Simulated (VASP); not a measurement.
Runs of VASP 6.6.1 on SnSe2. The structure is that of space group P-3m1 (No. 164), or close to it. The cells are those of the table. 

| cell | gap on the mesh (eV) | pressure (GPa) | largest force (eV/Å) |
| --- | --- | --- | --- |
| a = 3.586, b = 3.586, c = 6.930 Å, angles 90.0, 90.0, 120.0°, 3 atoms | none | (a) | 0.60 |
| a = 4.023, b = 4.023, c = 5.507 Å, angles 90.0, 90.0, 120.0°, 3 atoms | 0.06 | 1.7 | (c) |
| a = 3.492, b = 3.492, c = 7.310 Å, angles 90.0, 90.0, 120.0°, 3 atoms | none | 3.4 | 0.98 |
| a = 3.750, b = 3.750, c = 6.340 Å, angles 90.0, 90.0, 120.0°, 3 atoms | 0.54 | 2.5 | 0.27 |
| a = 3.692, b = 3.692, c = 6.540 Å, angles 90.0, 90.0, 120.0°, 3 atoms | 0.35 | (b) | 0.05 |

Alike in all rows: task single point; level PBEsol; potentials or basis VASP PAW PBE potentials, release 64 (Sn_d, Se); no spin polarisation; k mesh 9 × 9 × 6; cutoff (eV) 520; smearing gaussian 0.05 eV.

Estimate the missing entries.

(a) 2.9; (b) 2.6; (c) 1.11.

Caveats: the PAW data sets were made with another functional, which shifts forces and pressure a little; spin-orbit coupling is left out, which moves the levels of the heavy elements; this functional lacks dispersion, which binds the layers, so the pressure and a relaxed spacing across them are unreliable (some runs).

A k mesh can miss the band edges, and the runs leave out spin-orbit coupling on Se, Sn.

A gap of «none» marks levels without a gap at the run's occupations.
